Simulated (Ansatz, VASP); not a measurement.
## As: VASP beside Ansatz

The input POSCAR:

```
As
1.0
    2.6225712921      0.0000000000      0.0000000000
    0.0000000000      2.6225712921      0.0000000000
    0.0000000000      0.0000000000      2.7036817444
As
1
Direct
    0.5000000000      0.5000000000      0.5000000000
```

The input INCAR.step1:

```
SYSTEM = As
  ALGO = Normal
  EDIFF = 1E-4
  ENCUT = 520
  GGA = PE
  ISMEAR = 0
  LASPH = .TRUE.
  LCHARG = .FALSE.
  LREAL = .FALSE.
  LWAVE = .TRUE.
  NBANDS = 8
  NELM = 100
  PREC = Accurate
  SIGMA = 0.15
```

INCAR.step2

```
SYSTEM = As
  ALGO = Normal
  EDIFF = 1E-7
  ENCUT = 520
  ISIF = 2
  ISMEAR = 0
  ISTART = 1
  LASPH = .TRUE.
  LCHARG = .FALSE.
  LMIXTAU = .TRUE.
  LREAL = .FALSE.
  LWAVE = .FALSE.
  METAGGA = R2SCAN
  NBANDS = 8
  NELM = 100
  PREC = Accurate
  SIGMA = 0.15
```

KPOINTS

```
k-points
0
G
  18 18 18
  0 0 0
```

Input for Ansatz:

```yaml
crystal:
  lattice:
    - [2.6225712921, 0.0, 0.0]
    - [0.0, 2.6225712921, 0.0]
    - [0.0, 0.0, 2.7036817444]
  atoms:
    - { symbol: As, position: [0.5, 0.5, 0.5] }
basis:
  ecutwfc: 500
kpoints:
  mp_grid: { grid: [18, 18, 18] }
hamiltonian:
  xc: r2scan
scf:
  occupations: { method: gaussian, width: 0.15 }
output:
  forces: true
  stress: true
  eigenvalues: true
```

Change from the starting cell: strain -0.030 along x and y, +0.000 along z, atoms carried along.

Alike in both runs: task single point; functional r2SCAN; k mesh 18 × 18 × 18; occupations gaussian, width 0.15 eV; no spin polarisation.

```csv
,VASP,Ansatz
version,VASP 6.6.1,Ansatz 0.2.0
potentials or method,"VASP PAW PBE potentials, release 64 (As), cutoff 520 eV","scalar-relativistic, plane waves, PAW"
valence electrons in the cell,5,15
```

|  | VASP | Ansatz | Ansatz less VASP |
| --- | --- | --- | --- |
| gap on the k mesh at the Fermi level (eV) | none | none | - |
| pressure (GPa) | 6.6 | 6.5 | -0.04 |
| traceless stress, the component that is largest in VASP (GPa) | -3.10 | -3.06 | +0.045 |

VASP's potentials were made for PBE, not for r2SCAN. A gap of «none» marks a metal or a gap that the smearing closes. With one functional, cell and mesh, what is left measures potentials, basis and numerics. VASP's potentials hold 5 valence electrons a cell and Ansatz's 15, so a difference there can come from the potentials and not from the codes.
